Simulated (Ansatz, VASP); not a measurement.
# WS2: VASP beside Ansatz

The input INCAR:

```
SYSTEM = WS2
ALGO = Normal
EDIFF = 1E-7
ENCUT = 520
GGA = PS
ISIF = 2
ISMEAR = 0
LASPH = .True.
LCHARG = .False.
LREAL = .False.
LWAVE = .False.
NBANDS = 20
NELM = 100
PREC = Accurate
SIGMA = 0.05
```

KPOINTS

```
k-points
0
Gamma
  12 12 12
  0 0 0
```

The input POSCAR:

```
WS2
1.0
    1.6421603996      0.9481017488      6.1633300000
   -1.6421603996      0.9481017488      6.1633300000
    0.0000000000     -1.8962034976      6.1633300000
W S
1 2
Direct
    0.0000000000      0.0000000000      0.0000000000
    0.7503000000      0.7503000000      0.7503000000
    0.5810000000      0.5810000000      0.5810000000
```

Input for Ansatz:

```yaml
crystal:
  lattice:
    - [1.6421603996, 0.9481017488, 6.16333]
    - [-1.6421603996, 0.9481017488, 6.16333]
    - [0.0, -1.8962034976, 6.16333]
  atoms:
    - { symbol: W, position: [0.0, 0.0, 0.0] }
    - { symbol: S, position: [0.7503, 0.7503, 0.7503] }
    - { symbol: S, position: [0.581, 0.581, 0.581] }
basis:
  ecutwfc: 420
kpoints:
  mp_grid: { grid: [12, 12, 12] }
hamiltonian:
  xc: pbesol
scf:
  occupations: { method: gaussian, width: 0.05 }
output:
  forces: true
  stress: true
  eigenvalues: true
```

Change from the starting cell: strain +0.040 along x and y, +0.000 along z, atoms carried along.

Alike in both runs: task single point; functional PBEsol; k mesh 12 × 12 × 12; occupations gaussian, width 0.05 eV; no spin polarisation.

|  | VASP | Ansatz |
| --- | --- | --- |
| version | VASP 6.6.1 | Ansatz 0.2.0 |
| potentials or method | VASP PAW PBE potentials, release 64 (W_sv, S), cutoff 520 eV | scalar-relativistic, plane waves, PAW |
| valence electrons in the cell | 26 | 26 |

VASP gave:

```
gap on the k mesh at the Fermi level (eV)                     : 0.71
least direct gap on the mesh (eV)                             : 1.50
pressure (GPa)                                                : -11.2
traceless stress, the component that is largest in VASP (GPa) : 4.17
rms of the force components (eV/Å)                            : 0.442
```

**Question.** Which values does Ansatz return?

**Answer.** gap on the k mesh at the Fermi level (eV): 0.69; least direct gap on the mesh (eV): 1.49; pressure (GPa): -11.3; traceless stress, the component that is largest in VASP (GPa): 4.14; rms of the force components (eV/Å): 0.449.

VASP's potentials were made for PBE, not for PBEsol. Atom by atom the forces differ by 0.008 eV/Å (rms over components). With one functional, cell and mesh, what is left measures potentials, basis and numerics.

Spin-orbit coupling is off throughout.
